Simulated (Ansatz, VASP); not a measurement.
TiO2: VASP beside Ansatz

```
Ti O
1.0
     4.59984    0.00000    0.00000
     0.00000    4.59984    0.00000
     0.00000    0.00000    2.95921
Ti O
2 4
Direct
  0.50000 0.50000 0.00000
  0.00000 0.00000 0.50000
  0.69568 0.69568 0.50000
  0.80432 0.19568 0.00000
  0.19568 0.80432 0.00000
  0.30432 0.30432 0.50000
```

Alike in both runs: task electric field gradients; functional r2SCAN; k mesh 7 × 7 × 11; occupations fermi-dirac, width 0.01 eV; no spin polarisation.

|  | VASP | Ansatz |
| --- | --- | --- |
| version | VASP 6.6.1 | Ansatz 0.2.0 |
| potentials or method | VASP PAW PBE potentials, release 64 (Ti_sv, O) | plane-wave PAW, scalar-relativistic |
| plane-wave cutoff (eV) | 520 | 500 |
| valence electrons in the cell | 48 | 48 |

|  | VASP | Ansatz | Ansatz less VASP |
| --- | --- | --- | --- |
| gap on the k mesh at the Fermi level (eV) | 2.21 | 2.20 | -0.009 |
| pressure (GPa) | 0.3 | -1.0 | -1.24 |
| traceless stress, the component that is largest in VASP (GPa) | 0.08 | -0.37 | -0.449 |
| rms of the force components (eV/Å) | 0.011 | 0.026 | +0.0149 |
| size of Vzz on the site where it differs most (V/Å²) | 25.8 | 26.7 | +0.90 |

VASP's potentials were made for PBE, not for r2SCAN. Atom by atom the forces differ by 0.015 eV/Å (rms over components). With one functional, cell and mesh, what is left measures potentials, basis and numerics.
